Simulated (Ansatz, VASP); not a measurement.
# Two plane-wave programs on WSe2

The input INCAR:

```
SYSTEM = WSe2
  PREC = Accurate
  ENCUT = 520
  EDIFF = 1E-6
  ISMEAR = -1
  SIGMA = 0.1
  LREAL = .False.
  LASPH = .True.
  NELM = 100
  ALGO = Normal
  ISIF = 2
  LWAVE = .False.
  LCHARG = .False.
  GGA = PE
  NBANDS = 35
```

Contents of KPOINTS:

```
regular mesh
0
Gamma
  9 9 2
  0 0 0
```

POSCAR

```
WSe2
1.0
    1.6645210000      2.8830310000      0.0000000000
   -1.6645210000      2.8830310000      0.0000000000
    0.0000000000      0.0000000000     13.1239100000
W Se
2 4
Direct
    0.3333300000      0.3333400000      0.2500000000
    0.6666600000      0.6666700000      0.7500000000
    0.3333300000      0.3333400000      0.6210000000
    0.6666600000      0.6666700000      0.1210000000
    0.3333300000      0.3333400000      0.8790000000
    0.6666700000      0.6666700000      0.3790000000
```

Input for Ansatz:

```yaml
crystal:
  lattice:
    - [1.664521, 2.883031, 0.0]
    - [-1.664521, 2.883031, 0.0]
    - [0.0, 0.0, 13.12391]
  atoms:
    - { symbol: W, position: [0.33333, 0.33334, 0.25] }
    - { symbol: W, position: [0.66666, 0.66667, 0.75] }
    - { symbol: Se, position: [0.33333, 0.33334, 0.621] }
    - { symbol: Se, position: [0.66666, 0.66667, 0.121] }
    - { symbol: Se, position: [0.33333, 0.33334, 0.879] }
    - { symbol: Se, position: [0.66667, 0.66667, 0.379] }
  symmetry: { tolerance: 0.0003 }
kpoints:
  mp_grid: { grid: [9, 9, 2], shift: [0, 0, 0] }
  band_path:
    path:
      - [0.0, 0.0, 0.0]
      - [0.5, 0.0, 0.0]
      - [0.66666667, 0.33333333, 0.0]
      - [0.0, 0.0, 0.0]
      - [0.0, 0.0, 0.5]
      - [0.5, 0.0, 0.5]
      - [0.66666667, 0.33333333, 0.5]
      - [0.0, 0.0, 0.5]
      - [0.5, 0.0, 0.5]
      - [0.5, 0.0, 0.0]
      - [0.66666667, 0.33333333, 0.5]
    npoints: 6
magnetization:
  spin_polarized: false
scf:
  occupations: { method: fermi_dirac }
  lower_state_search: "off"
  max_iter: 200
hamiltonian:
  pseudopotentials: { kind: paw }
  xc: pbe
basis:
  ecutwfc: 420
  fft_grid_basis: typed
output:
  forces: true
  stress: true
  eigenvalues: true
  bader: true
  populations: true
  elf: true
  write_potential: true
  volumetric_format: npy
  dos:
    e_range: [-12, 8]
    de: 0.05
    projected: { site_lists: { Se: [Se], W: [W] } }
checkpoint:
  read: saved_state
```

Alike in both runs: task single point; functional PBE; k mesh 9 × 9 × 2; no spin polarisation.

|  | VASP | Ansatz |
| --- | --- | --- |
| version | VASP 6.6.1 | Ansatz 0.2.0 |
| potentials or method | VASP PAW PBE potentials, release 64 (W_sv, Se), cutoff 520 eV | PAW plane waves |
| occupations | fermi-dirac, width 0.1 eV | fermi-dirac |
| valence electrons in the cell | 52 | 92 |

VASP gave:

| Quantity | Value |
| --- | --- |
| pressure (GPa) | -0.8 |
| traceless stress, the component that is largest in VASP (GPa) | 0.16 |
| rms of the force components (eV/Å) | 0.163 |

Problem. Estimate Ansatz's values.

Solution. Pressure (GPa): -1.1; traceless stress, the component that is largest in VASP (GPa): 0.09; rms of the force components (eV/Å): 0.183.

Atom by atom the forces differ by 0.020 eV/Å (rms over components). VASP's potentials hold 52 valence electrons a cell and Ansatz's 92, so a difference there can come from the potentials and not from the codes. Ansatz's warnings: structure snapped to symmetry.

Spin-orbit coupling is off throughout.
